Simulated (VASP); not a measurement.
# Cu (P6_3/mmc) in VASP: a series of runs

Cu is run at these levels: PBEsol; tasks: single point.

All numbers are computed with VASP 6.6.1; they aren't measurements. Logs are shortened: lines on timing, memory, paths and dates and some standing lists are left out, and cuts for length are marked.

## (1) The cell of the first run

Symmetry: P6_3/mmc, No. 194, hexagonal system. The conventional cell has a = 2.600 Å, b = 2.600 Å, c = 4.219 Å, α = 90.00°, β = 90.00°, γ = 120.00°. Cu (site symmetry -6m2) has 12 Cu at 2.59 to 2.60 Å within 3.4 Å.

## (2) Single point, PBEsol

Input file INCAR:

```
ALGO     = Normal         # electronic algorithm
EDIFF    = 1E-6           # SCF threshold, eV
ENCUT    = 520            # plane-wave cutoff, eV
GGA      = PS             # functional
ISIF     = 2              # what is computed and relaxed
ISMEAR   = 1              # smearing method
LASPH    = True           # aspherical terms in the spheres
LCHARG   = False          # write CHGCAR
LREAL    = False          # projectors in reciprocal space
LWAVE    = False          # write WAVECAR
NBANDS   = 18             # bands
NELM     = 100            # most SCF steps
PREC     = Accurate       # precision mode
SIGMA    = 0.15           # smearing width, eV
```

Input file KPOINTS:

```
k-points
0
Gamma
  13 13 7
```

Input file POSCAR:

```
Cu
1.0
    2.5999469499      0.0000000000      0.0000000000
   -1.2999729620      2.2516197197      0.0000000000
    0.0000000000      0.0000000000      4.2194384934
Cu
2
Direct
    0.3333333333      0.6666666667      0.2500000000
    0.6666666667      0.3333333333      0.7500000000
```

Potentials or basis: VASP PAW PBE potentials, release 64 (Cu).

Command:

```sh
cat potpaw_PBE.64/Cu/POTCAR > POTCAR
mpirun -np 1 vasp_std > vasp.out
```

OUTCAR:

```text
EDIFF = 1E-6
   ENCUT = 520
   GGA = PS
   ISIF = 2
   ISMEAR = 1
   LASPH = True
   LREAL = False
   NELM = 100
   PREC = Accurate

 ion  position               nearest neighbor table
   1  0.333  0.667  0.250-   2 2.59   2 2.59   2 2.59   2 2.59   2 2.59   2 2.59
   2  0.667  0.333  0.750-   1 2.59   1 2.59   1 2.59   1 2.59   1 2.59   1 2.59

  LATTYP: Found a hexagonal cell.
 ALAT       =     2.5999469499
 C/A-ratio  =     1.6228940723

  Lattice vectors:

 A1 = (   2.5999469499,   0.0000000000,   0.0000000000)
 A2 = (  -1.2999729620,   2.2516197197,   0.0000000000)
 A3 = (   0.0000000000,   0.0000000000,   4.2194384934)

Analysis of symmetry for initial positions (statically):
=====================================================================
 Subroutine PRICEL returns:
 Original cell was already a primitive cell.

 Routine SETGRP: Setting up the symmetry group for a
 hexagonal supercell.

 Subroutine GETGRP returns: Found 24 space group operations
 (whereof 12 operations were pure point group operations)
 out of a pool of 24 trial point group operations.

The static configuration has the point symmetry D_3d.
 The point group associated with its full space group is D_6h.

Analysis of symmetry for dynamics (positions and initial velocities):
=====================================================================
 Subroutine PRICEL returns:
 Original cell was already a primitive cell.

 Routine SETGRP: Setting up the symmetry group for a
 hexagonal supercell.

 Subroutine GETGRP returns: Found 24 space group operations
 (whereof 12 operations were pure point group operations)
 out of a pool of 24 trial point group operations.

The dynamic configuration has the point symmetry D_3d.
 The point group associated with its full space group is D_6h.

 Subroutine INISYM returns: Found 24 space group operations
 (whereof 12 operations are pure point group operations),
 and found     1 'primitive' translations

----------------------------------------------------------------------------------------

                                     Primitive cell

  volume of cell :      24.7010

  direct lattice vectors                    reciprocal lattice vectors
     2.599946950  0.000000000  0.000000000     0.384623232  0.222062277  0.000000000
    -1.299972962  2.251619720  0.000000000     0.000000000  0.444124730  0.000000000
     0.000000000  0.000000000  4.219438493     0.000000000  0.000000000  0.236998359

  length of vectors
[... 75 lines left out ...]
   ICHARG =      2    charge: 1-file 2-atom 10-const
   ISPIN  =      1    spin polarized calculation?
   LNONCOLLINEAR =      F non collinear calculations
   LSORBIT =      F    spin-orbit coupling
   LASPH  =      T    aspherical Exc in radial PAW
   ENCUT  =  520.0 eV  38.22 Ry    6.18 a.u.   4.83  4.83  7.85*2*pi/ulx,y,z
   NELM   =    100;   NELMIN=  2; NELMDL= -5     # of ELM steps
   EDIFF  = 0.1E-05   stopping-criterion for ELM
   LREAL  =      F    real-space projection
   EDIFFG = 0.1E-04   stopping-criterion for IOM
   NSW    =      0    number of steps for IOM
   IBRION =     -1    ionic relax: 0-MD 1-quasi-New 2-CG
   NFREE  =      0    steps in history (QN), initial steepest desc. (CG)
   ISIF   =      2    stress and relaxation
   ISYM   =      2    0-nonsym 1-usesym 2-fastsym
   POTIM  = 0.5000    time-step for ionic-motion
   TEBEG  =    0.0;   TEEND  =   0.0 temperature during run
   PSTRESS=    0.0 pullay stress
   NELECT =      22.0000    total number of electrons
   NUPDOWN=      -1.0000    fix difference up-down
   EMIN   =  10.00;   EMAX   =-10.00  energy-range for DOS
   EFERMI =   0.00;   METHOD = LEGACY
   ISMEAR =     1;   SIGMA  =   0.15  broadening in eV -4-tet -1-fermi 0-gaus
   EFERMI_NEDOS =   21; number of points for ismear=-14 and -15
   IALGO  =     38    algorithm
   IMIX   =      4    mixing-type and parameters
     AMIX     =   0.40;   BMIX     =  1.00
     AMIX_MAG =   1.60;   BMIX_MAG =  1.00
  volume/ion in A,a.u.               =      12.35        83.35
  Fermi-wavevector in a.u.,A,eV,Ry     =   1.575110  2.976527 33.755683  2.480973
  Thomas-Fermi vector in A             =   2.676143
   LORBIT       =      0    0 simple, 1 ext, 2 COOP (PROOUT), +10 PAW based schemes
   GGA     = PS    functional components
   LHFCALC =     F    Hartree Fock is set to
   AEXX    =    0.0000 exact exchange contribution
   IVDW    =     0    specifies the selected vdW correction
   LEPSILON=     F    determine dielectric tensor
   LRPA    =     F    only Hartree local field effects (RPA)
 non-spin polarized calculation
 Methfessel and Paxton  Order N= 1 SIGMA  =   0.15
  energy-cutoff  :      520.00
  volume of cell :       24.70
 maximum number of plane-waves:       679
 NGX is ok and might be reduce to    20
   NGX =  9   NGY =  9   NGZ = 15

 number of electron      22.0000030 magnetization

 Free energy of the ion-electron system (eV)
  ---------------------------------------------------
  ext. energy  EPLUGINS =         0.00000000
  ---------------------------------------------------
  free energy    TOTEN  =        -8.53530515 eV

  energy without entropy =       -8.53642105  energy(sigma->0) =       -8.53567712

 E-fermi :   6.8602     XC(G=0): -12.6492

 val. band max:        6.7758826671   @ k =   0.3846   0.0000   0.4286
 cond. band min:       6.8938363503   @ k =   0.1538   0.1538   0.2857
 fundamental gap:      0.1179536833
 Fermi energy:         6.8601874604

 k-point     1 :       0.0000    0.0000    0.0000
  band No.  band energies     occupation
      1      -2.1919      2.00000
      2       2.0201      2.00000
      3       3.9788      2.00000
      4       4.0146      2.00000
      5       4.0146      2.00000
      6       4.2120      2.00000
[... 481 lines left out ...]
      5       4.0313      2.00000
      6       4.1777      2.00000
[... 10 lines left out ...]
     17      27.2920      0.00000
     18      28.7471      0.00000

 [... further k-points ...]
[... 5 lines left out ...]
  --------------------------------------------------------------------------------------
  -------------------------------------------------------------------------------------
  Total       -1.8889581     -1.8889575     -1.4079380     -0.0000004     -0.0000000      0.0000000
  in kB     -122.5233108   -122.5232687    -91.3229487     -0.0000279     -0.0000000      0.0000000
  external PRESSURE =    -112.1231761 kB  Pullay stress =       0.0000000 kB

 VOLUME and BASIS-vectors are now :
 -----------------------------------------------------------------------------
  energy-cutoff  :      520.00
  volume of cell :       24.70
      direct lattice vectors                 reciprocal lattice vectors
     2.599946950  0.000000000  0.000000000     0.384623232  0.222062277  0.000000000
    -1.299972962  2.251619720  0.000000000     0.000000000  0.444124730  0.000000000
     0.000000000  0.000000000  4.219438493     0.000000000  0.000000000  0.236998359

 POSITION                                       TOTAL-FORCE (eV/Angst)
 -----------------------------------------------------------------------------------
      0.00000      1.50108      1.05486        -0.000000     -0.000000      0.000000
      1.29997      0.75054      3.16458         0.000000      0.000000      0.000000
 -----------------------------------------------------------------------------------
    total drift:                               -0.000000      0.000000     -0.000000

  FREE ENERGIE OF THE ION-ELECTRON SYSTEM (eV)
  ---------------------------------------------------
  free  energy   TOTEN  =        -8.5353051512 eV

  energy  without entropy=       -8.5364210489  energy(sigma->0) =       -8.53567712
```

OSZICAR:

```text
N       E                     dE             d eps       ncg     rms          rms(c)
DAV:   1     0.119941097483E+03    0.11994E+03   -0.10467E+04  3272   0.215E+03
DAV:   2    -0.486019926834E+01   -0.12480E+03   -0.11843E+03  3032   0.284E+02
DAV:   3    -0.105946897170E+02   -0.57345E+01   -0.55019E+01  3406   0.837E+01
DAV:   4    -0.106573466737E+02   -0.62657E-01   -0.62599E-01  3654   0.943E+00
DAV:   5    -0.106581580913E+02   -0.81142E-03   -0.81139E-03  3666   0.918E-01    0.117E+01
DAV:   6    -0.952262514506E+01    0.11355E+01   -0.14129E+01  3214   0.107E+02    0.657E+00
DAV:   7    -0.855745071005E+01    0.96517E+00   -0.29708E+00  3284   0.448E+01    0.637E-01
DAV:   8    -0.854117782481E+01    0.16273E-01   -0.32901E-02  4494   0.293E+00    0.573E-01
DAV:   9    -0.853526729156E+01    0.59105E-02   -0.98696E-03  3512   0.279E+00    0.258E-02
DAV:  10    -0.853530247942E+01   -0.35188E-04   -0.25085E-04  4456   0.219E-01    0.506E-03
DAV:  11    -0.853530514910E+01   -0.26697E-05   -0.16121E-06  2778   0.241E-02    0.173E-03
DAV:  12    -0.853530515122E+01   -0.21259E-08   -0.49712E-07  2014   0.142E-02
   1 F= -.85353052E+01 E0= -.85356771E+01  d E =0.111590E-02
```

Wall time 25 s (1 thread of AMD EPYC 7R43 (Zen 3), shared host); peak memory 0.12 GiB.

What came out:

```
Free energy            : -8.5353 eV
Pressure               : -11.2 GPa
Band gap on the k mesh : zero (band 11 reaches 9.76 eV, above the bottom of band 12 at 5.04 eV)
```

Caveat: the PAW data sets were made with another functional, which shifts forces and pressure a little.

## (3) Single point, PBEsol

This run uses another cell than the first one, of 12.81 Å³/atom, 1.037 times its volume.

Input file INCAR:

```
SYSTEM = Cu
PREC = Accurate
ENCUT = 520
EDIFF = 1E-7
ISMEAR = 1
SIGMA = 0.15
LREAL = .False.
LASPH = .True.
NELM = 100
ALGO = Normal
ISIF = 2
LWAVE = .False.
LCHARG = .False.
GGA = PS
NBANDS = 18
```

Input file KPOINTS:

```
Automatic mesh
0
Gamma
  13 13 7
  0 0 0
```

Input file POSCAR:

```
Cu
1.0
    2.6316567452      0.0000000000      0.0000000000
   -1.3158278534      2.2790812032      0.0000000000
    0.0000000000      0.0000000000      4.2709001322
Cu
2
Direct
    0.3333333333      0.6666666667      0.2500000000
    0.6666666667      0.3333333333      0.7500000000
```

Potentials or basis: VASP PAW PBE potentials, release 64 (Cu).

Command:

```sh
cat potpaw_PBE.64/Cu/POTCAR > POTCAR
mpirun -np 1 vasp_std > vasp.out
```

Wall time 26 s (1 thread of AMD EPYC 7R43 (Zen 3), shared host); peak memory 0.12 GiB.

Results (log left out):

| Property | Result |
| --- | --- |
| Free energy | -8.4617 eV |
| Pressure | -14.7 GPa |
| Band gap on the k mesh | zero (band 11 reaches 9.27 eV, above the bottom of band 12 at 4.66 eV) |

Stress tensor (GPa, compression positive):
```
-15.64   0.00   0.00
  0.00 -15.64   0.00
  0.00   0.00 -12.70
```

Levels at points of the mesh, in eV from the Fermi level:
| k point | band 8 | band 9 | band 10 | band 11 | band 12 | band 13 | band 14 | band 15 |
| --- | --- | --- | --- | --- | --- | --- | --- | --- |
| (0.00, 0.00, 0.00) | -2.32 | -2.32 | -1.65 | -1.65 | -0.75 | 3.42 | 20.35 | 20.35 |

Caveat: the PAW data sets were made with another functional, which shifts forces and pressure a little.
